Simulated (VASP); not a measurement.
# Al5H (P1) in VASP: single point with PBE

Aim: the single point of Al5H with PBE.

Program: VASP 6.6.1. These are calculated values, not measurements. Logs are shortened: lines on timing, memory, paths and dates and some standing lists are left out, and cuts for length are marked.

## Step 1: The cell of the first run

The typed cell holds 12 atoms: a = 4.153 Å, b = 6.003 Å, c = 8.236 Å, α = 95.22°, β = 87.10°, γ = 82.68°.

## Step 2: Single point, PBE

Input file INCAR:

```
SYSTEM = Al5H
PREC     = Accurate       ! precision mode
ENCUT    = 520            ! plane-wave cutoff, eV
EDIFF    = 1E-6           ! SCF threshold, eV
ISMEAR   = 0              ! smearing method
SIGMA    = 0.2            ! smearing width, eV
LREAL    = .False.        ! projectors in reciprocal space
LASPH    = .True.         ! aspherical terms in the spheres
NELM     = 80             ! most SCF steps
ALGO     = Normal         ! electronic algorithm
ISIF     = 2              ! what is computed and relaxed
LWAVE    = .False.        ! write WAVECAR
LCHARG   = .True.         ! write CHGCAR
GGA      = PE             ! functional
LELF     = .True.         ! ELF
LVHAR    = .True.       
NBANDS   = 28             ! bands
```

Input file KPOINTS:

```
regular mesh
0
Gamma
  6 4 4
  0 0 0
```

Input file POSCAR:

```
Al5H
1.0
    0.1132889296      4.1428952575      0.2630174466
   -0.2891164848      0.3944691492      5.9827919174
    8.2252512036      0.2160899959     -0.3684316552
Al H
10 2
Direct
   -0.0881381740      0.7194571838      0.2770988441
   -0.0877122888      0.7193580472      0.7772099095
    0.4300352462      0.7185516246      0.5345997580
    0.4298778920      0.7184796485      1.0345941165
   -0.0091687175      0.4299285129      0.5036210543
   -0.0092405589      0.4298085383      1.0037348367
    0.0928501249      0.1213904724      0.2130963657
    0.0924798453      0.1213398348      0.7130089125
    0.5864067502      0.1221822253     -0.0386940427
    0.5861263447      0.1224339568      0.4613530711
    0.4886761507      0.1712836044      0.2600323749
    0.4878073852      0.1717497709      0.7603447993
```

Potentials or basis: VASP PAW PBE potentials, release 64 (Al, H).

The run is started by

```console
$ cat potpaw_PBE.64/Al/POTCAR potpaw_PBE.64/H/POTCAR > POTCAR
$ mpirun -np 1 vasp_std > vasp.out
```

OUTCAR:

```text
SYSTEM = Al5H
   PREC = Accurate
   ENCUT = 520
   EDIFF = 1E-6
   ISMEAR = 0
   LREAL = .False.
   LASPH = .True.
   NELM = 80
   ISIF = 2
   GGA = PE

 ion  position               nearest neighbor table
   1  0.912  0.719  0.277-   5 2.67   6 2.70   7 2.71   3 2.84   4 2.86  10 2.88   4 2.90   3 3.10

   2  0.912  0.719  0.777-   6 2.67   5 2.70   8 2.70   4 2.84   3 2.86   9 2.88   3 2.90   4 3.09

   3  0.430  0.719  0.535-   5 2.68  10 2.70   5 2.71   1 2.84   2 2.86   8 2.87   2 2.90   1 3.10

   4  0.430  0.718  0.035-   6 2.68   9 2.70   6 2.71   2 2.84   1 2.86   7 2.87   1 2.90   2 3.09

   5  0.991  0.430  0.504-   8 2.65  10 2.66   1 2.67   3 2.68   2 2.70   3 2.71   7 2.87  10 2.88

   6  0.991  0.430  0.004-   7 2.65   9 2.66   2 2.67   4 2.68   1 2.70   4 2.71   8 2.87   9 2.88

   7  0.093  0.121  0.213-  11 1.76   6 2.65   1 2.71   9 2.84  10 2.86   5 2.87   4 2.87  10 2.97
                             9 3.03
   8  0.092  0.121  0.713-  12 1.76   5 2.65   2 2.70  10 2.84   9 2.86   6 2.87   3 2.87   9 2.97
                            10 3.03
   9  0.586  0.122  0.961-  12 1.77   6 2.66   4 2.70   7 2.84   8 2.86   2 2.88   6 2.88   8 2.97
                             7 3.03
  10  0.586  0.122  0.461-  11 1.77   5 2.66   3 2.70   8 2.84   7 2.86   5 2.88   1 2.88   7 2.97
                             8 3.03
  11  0.489  0.171  0.260-   7 1.76  10 1.77
  12  0.488  0.172  0.760-   8 1.76   9 1.77

  LATTYP: Found a triclinic cell.
 ALAT       =    11.9891711769
 B/A-ratio  =     0.3463776917
 C/A-ratio  =     1.5045257052
 COS(alpha) =     0.0038081280
 COS(beta)  =     0.6507972289
 COS(gamma) =     0.7275057251

  Lattice vectors:

 A1 = (  -8.4518290628,  -8.5018805109,  -0.1576032380)
 A2 = (  -0.1132889296,  -4.1428952575,  -0.2630174466)
 A3 = ( -16.7396188920,  -0.0377108426,   6.7196552278)

Analysis of symmetry for initial positions (statically):
=====================================================================
 Subroutine PRICEL returns:
 Original cell was already a primitive cell.

 Routine SETGRP: Setting up the symmetry group for a
 triclinic supercell.

 Subroutine GETGRP returns: Found  1 space group operations
 (whereof  1 operations were pure point group operations)
 out of a pool of  2 trial point group operations.

The static configuration has the point symmetry C_1 .

Analysis of symmetry for dynamics (positions and initial velocities):
=====================================================================
 Subroutine PRICEL returns:
 Original cell was already a primitive cell.

 Routine SETGRP: Setting up the symmetry group for a
 triclinic supercell.

 Subroutine GETGRP returns: Found  1 space group operations
 (whereof  1 operations were pure point group operations)
 out of a pool of  2 trial point group operations.

The dynamic configuration has the point symmetry C_1 .

 Subroutine INISYM returns: Found  1 space group operations
 (whereof  1 operations are pure point group operations),
 and found     1 'primitive' translations

----------------------------------------------------------------------------------------

                                     Primitive cell

  volume of cell :     202.3977

  direct lattice vectors                    reciprocal lattice vectors
     0.113288930  4.142895258  0.263017447    -0.007105597  0.242608732 -0.016339530
    -0.289116485  0.394469149  5.982791917     0.007822269 -0.010895005  0.168242403
     8.225251204  0.216089996 -0.368431655     0.121949653 -0.003724483  0.006138747

  length of vectors
     4.152781438  6.002748819  8.236333780     0.243262136  0.168776169  0.122160853

  position of ions in fractional coordinates (direct lattice)
     0.911861826  0.719457184  0.277098844
     0.912287711  0.719358047  0.777209910
     0.430035246  0.718551625  0.534599758
     0.429877892  0.718479649  0.034594117
     0.990831282  0.429928513  0.503621054
     0.990759441  0.429808538  0.003734837
     0.092850125  0.121390472  0.213096366
     0.092479845  0.121339835  0.713008913
     0.586406750  0.122182225  0.961305957
     0.586126345  0.122433957  0.461353071
     0.488676151  0.171283604  0.260032375
     0.487807385  0.171749771  0.760344799

  ion indices of the primitive-cell ions
   primitive index   ion index
                 1           1
                 2           2
                 3           3
                 4           4
                 5           5
                 6           6
                 7           7
                 8           8
                 9           9
                10          10
                11          11
                12          12

----------------------------------------------------------------------------------------

 KPOINTS: regular mesh

Automatic generation of k-mesh.
 Grid dimensions read from file:
 generate k-points for:    6    4    4

 Generating k-lattice:

  Cartesian coordinates                     Fractional coordinates (reciprocal lattice)
    -0.001184266  0.040434789 -0.002723255     0.166666667  0.000000000  0.000000000
     0.001955567 -0.002723751  0.042060601     0.000000000  0.250000000  0.000000000
     0.030487413 -0.000931121  0.001534687     0.000000000  0.000000000  0.250000000

  Length of vectors
     0.040543689  0.042194042  0.030540213

  Shift w.r.t. Gamma in fractional coordinates (k-lattice)
     0.000000000  0.000000000  0.000000000

 Subroutine IBZKPT returns following result:
 ===========================================

 Found     52 irreducible k-points:

 Following reciprocal coordinates:
            Coordinates               Weight
  0.000000  0.000000  0.000000      1.000000
  0.166667 -0.000000 -0.000000      2.000000
  0.333333  0.000000 -0.000000      2.000000
  0.500000 -0.000000 -0.000000      1.000000
 -0.000000  0.250000  0.000000      2.000000
  0.166667  0.250000  0.000000      2.000000
[... 16 lines left out ...]
  0.333333  0.250000  0.250000      2.000000
  0.500000  0.250000  0.250000      2.000000
 [... further k-points ...]
   k-points           NKPTS =     52   k-points in BZ     NKDIM =     52   number of bands    NBANDS=     28
   number of dos      NEDOS =    301   number of ions     NIONS =     12
   total plane-waves  NPLWV =  98304
   dimension x,y,z NGX =    32 NGY =   48 NGZ =   64
   dimension x,y,z NGXF=    64 NGYF=   96 NGZF=  128
   ions per type =              10   2
   NGX,Y,Z   is equivalent  to a cutoff of  12.81, 13.29, 12.92 a.u.
   NGXF,Y,Z  is equivalent  to a cutoff of  25.62, 26.59, 25.84 a.u.
 SYSTEM =  Al5H
   PREC   = accura    normal or accurate (medium, high low for compatibility)
   ISTART =      0    job   : 0-new  1-cont  2-samecut
   ICHARG =      2    charge: 1-file 2-atom 10-const
   ISPIN  =      1    spin polarized calculation?
   LNONCOLLINEAR =      F non collinear calculations
   LSORBIT =      F    spin-orbit coupling
   LASPH  =      T    aspherical Exc in radial PAW
   ENCUT  =  520.0 eV  38.22 Ry    6.18 a.u.   7.72 11.16 15.31*2*pi/ulx,y,z
   NELM   =     80;   NELMIN=  2; NELMDL= -5     # of ELM steps
   EDIFF  = 0.1E-05   stopping-criterion for ELM
   LREAL  =      F    real-space projection
   EDIFFG = 0.1E-04   stopping-criterion for IOM
   NSW    =      0    number of steps for IOM
   IBRION =     -1    ionic relax: 0-MD 1-quasi-New 2-CG
   NFREE  =      0    steps in history (QN), initial steepest desc. (CG)
   ISIF   =      2    stress and relaxation
   ISYM   =      2    0-nonsym 1-usesym 2-fastsym
   POTIM  = 0.5000    time-step for ionic-motion
   TEBEG  =    0.0;   TEEND  =   0.0 temperature during run
   PSTRESS=    0.0 pullay stress
   NELECT =      32.0000    total number of electrons
   NUPDOWN=      -1.0000    fix difference up-down
   EMIN   =  10.00;   EMAX   =-10.00  energy-range for DOS
   EFERMI =   0.00;   METHOD = LEGACY
   ISMEAR =     0;   SIGMA  =   0.20  broadening in eV -4-tet -1-fermi 0-gaus
   EFERMI_NEDOS =   21; number of points for ismear=-14 and -15
   IALGO  =     38    algorithm
   IMIX   =      4    mixing-type and parameters
     AMIX     =   0.40;   BMIX     =  1.00
     AMIX_MAG =   1.60;   BMIX_MAG =  1.00
  volume/ion in A,a.u.               =      16.87       113.82
  Fermi-wavevector in a.u.,A,eV,Ry     =   0.885230  1.672843 10.661972  0.783633
  Thomas-Fermi vector in A             =   2.006236
   LORBIT       =      0    0 simple, 1 ext, 2 COOP (PROOUT), +10 PAW based schemes
   GGA     = PE    functional components
   LHFCALC =     F    Hartree Fock is set to
   AEXX    =    0.0000 exact exchange contribution
   IVDW    =     0    specifies the selected vdW correction
   LEPSILON=     F    determine dielectric tensor
   LRPA    =     F    only Hartree local field effects (RPA)
 non-spin polarized calculation
 Gauss-broadening in eV      SIGMA  =   0.20
  energy-cutoff  :      520.00
  volume of cell :      202.40
 maximum number of plane-waves:      5470
   NGX = 15   NGY = 23   NGZ = 31

 number of electron      32.0000000 magnetization

 Free energy of the ion-electron system (eV)
  ---------------------------------------------------
  ext. energy  EPLUGINS =         0.00000000
  ---------------------------------------------------
  free energy    TOTEN  =       -41.65588116 eV

  energy without entropy =      -41.57828646  energy(sigma->0) =      -41.61708381

 E-fermi :   5.9369     XC(G=0):  -9.4772

 val. band max:        5.9163624900   @ k =  -0.3333   0.2500   0.0000
 cond. band min:       5.9390100187   @ k =   0.3333   0.5000   0.5000
 fundamental gap:      0.0226475287
 Fermi energy:         5.9369374923

 k-point     1 :       0.0000    0.0000    0.0000
  band No.  band energies     occupation
      1      -4.3955      2.00000
      2      -2.4791      2.00000
      3      -2.1806      2.00000
      4      -1.0458      2.00000
      5       0.5333      2.00000
      6       0.8485      2.00000
[... 20 lines left out ...]
     27       9.6432      0.00000
     28       9.9457      0.00000

 k-point     2 :       0.1667   -0.0000   -0.0000
  band No.  band energies     occupation
      1      -4.1629      2.00000
      2      -2.2858      2.00000
      3      -1.9299      2.00000
      4      -0.9234      2.00000
      5       0.7201      2.00000
      6       0.9056      2.00000
[... 20 lines left out ...]
     27       9.8517      0.00000
     28      10.5837      0.00000

 k-point     3 :       0.3333    0.0000   -0.0000
  band No.  band energies     occupation
      1      -3.4750      2.00000
      2      -1.7093      2.00000
      3      -1.2217      2.00000
      4      -1.0717      2.00000
      5       0.2749      2.00000
      6       0.5594      2.00000
[... 20 lines left out ...]
     27      10.9850      0.00000
     28      11.2028      0.00000

 k-point     4 :       0.5000   -0.0000   -0.0000
  band No.  band energies     occupation
      1      -2.5063      2.00000
      2      -2.1977      2.00000
      3      -1.0488      2.00000
      4      -0.4953      2.00000
      5      -0.1942      2.00000
      6       0.5587      2.00000
[... 578 lines left out ...]
     27      10.1307      0.00000
     28      10.2437      0.00000

 k-point    23 :       0.3333    0.2500    0.2500
  band No.  band energies     occupation
      1      -3.2634      2.00000
      2      -2.2348      2.00000
      3      -1.0072      2.00000
      4      -0.4372      2.00000
      5       0.1195      2.00000
      6       0.3074      2.00000
[... 20 lines left out ...]
     27      10.7367      0.00000
     28      10.9505      0.00000

 k-point    24 :       0.5000    0.2500    0.2500
  band No.  band energies     occupation
      1      -2.3523      2.00000
      2      -1.6755      2.00000
      3      -1.4481      2.00000
      4      -0.8836      2.00000
      5      -0.1659      2.00000
      6       0.3867      2.00000
[... 20 lines left out ...]
     27      10.4840      0.00000
     28      10.6442      0.00000

 [... further k-points ...]
[... 5 lines left out ...]
  --------------------------------------------------------------------------------------
  -------------------------------------------------------------------------------------
  Total       -0.0467972     -0.0565139     -0.0719987      0.0144445      0.0524761     -0.0129237
  in kB       -0.3704463     -0.4473633     -0.5699409      0.1143427      0.4154000     -0.1023041
  external PRESSURE =      -0.4625835 kB  Pullay stress =       0.0000000 kB

 VOLUME and BASIS-vectors are now :
 -----------------------------------------------------------------------------
  energy-cutoff  :      520.00
  volume of cell :      202.40
      direct lattice vectors                 reciprocal lattice vectors
     0.113288930  4.142895258  0.263017447    -0.007105597  0.242608732 -0.016339530
    -0.289116485  0.394469149  5.982791917     0.007822269 -0.010895005  0.168242403
     8.225251204  0.216089996 -0.368431655     0.121949653 -0.003724483  0.006138747

 POSITION                                       TOTAL-FORCE (eV/Angst)
 -----------------------------------------------------------------------------------
      2.17450      4.12143      4.44211         0.012537     -0.000838     -0.000519
      6.28812      4.23122      4.25737         0.010052     -0.003275     -0.003483
      4.23819      2.18056      4.21509        -0.003670      0.003165      0.001845
      0.12552      2.07183      4.39883        -0.004822      0.003557      0.000459
      4.13036      4.38333      2.64723        -0.003882      0.003541      0.005094
      0.01870      4.27497      2.83067        -0.006681      0.003006      0.007193
      1.72819      0.47860      0.67216        -0.000306      0.006345     -0.002877
      5.84007      0.58507      0.48758        -0.002265      0.006512     -0.000555
      7.93809      2.68535      0.53105        -0.007258     -0.006786     -0.002935
      3.82575      2.57625      0.71668        -0.009084     -0.005190     -0.002337
      2.14467      2.14829      1.05748         0.008608     -0.005273     -0.000685
      6.25963      2.25299      0.87571         0.006772     -0.004765     -0.001199
 -----------------------------------------------------------------------------------
    total drift:                               -0.000089      0.000068     -0.000182

  FREE ENERGIE OF THE ION-ELECTRON SYSTEM (eV)
  ---------------------------------------------------
  free  energy   TOTEN  =       -41.6558811587 eV

  energy  without entropy=      -41.5782864574  energy(sigma->0) =      -41.61708381
```

Run time: 5.4 min. Hardware: 1 thread of Oxide Virtual Turin-like, shared host; peak memory 0.37 GiB.

What came out:

* Free energy: -41.6559 eV
* Pressure: 0.0 GPa
* Largest force: 0.013 eV/Å
* Band gap on the k mesh: zero (band 16 reaches 6.57 eV, above the bottom of band 17 at 4.82 eV)

Forces on the atoms (eV/Å):
```
Al   0.013 -0.001 -0.001
Al   0.010 -0.003 -0.003
Al  -0.004  0.003  0.002
Al  -0.005  0.004  0.000
Al  -0.004  0.004  0.005
Al  -0.007  0.003  0.007
Al   0.000  0.006 -0.003
Al  -0.002  0.007 -0.001
Al  -0.007 -0.007 -0.003
Al  -0.009 -0.005 -0.002
H    0.009 -0.005 -0.001
H    0.007 -0.005 -0.001
```

Levels at points of the mesh, in eV from the Fermi level:
| k point | band 14 | band 15 | band 16 | band 17 | band 18 | band 19 |
| --- | --- | --- | --- | --- | --- | --- |
| (0.00, 0.00, 0.00) | -0.84 | 0.05 | 0.26 | 0.56 | 1.12 | 1.13 |
| (0.50, 0.00, 0.00) | -2.18 | -2.01 | -0.77 | -0.41 | -0.33 | 0.05 |
| (0.00, 0.50, 0.00) | -0.27 | -0.12 | 0.03 | 0.15 | 0.66 | 0.82 |
| (0.50, 0.50, 0.00) | -0.56 | 0.04 | 0.64 | 1.12 | 1.17 | 1.42 |
| (0.00, 0.00, 0.50) | -1.09 | -0.23 | -0.22 | 1.27 | 1.27 | 1.42 |
| (0.50, 0.00, 0.50) | -2.36 | -1.86 | -1.86 | -0.39 | -0.38 | -0.04 |
| (0.00, 0.50, 0.50) | -0.62 | -0.22 | -0.22 | 0.80 | 0.80 | 1.37 |
| (0.50, 0.50, 0.50) | -2.06 | -0.91 | -0.91 | 0.53 | 0.53 | 0.85 |
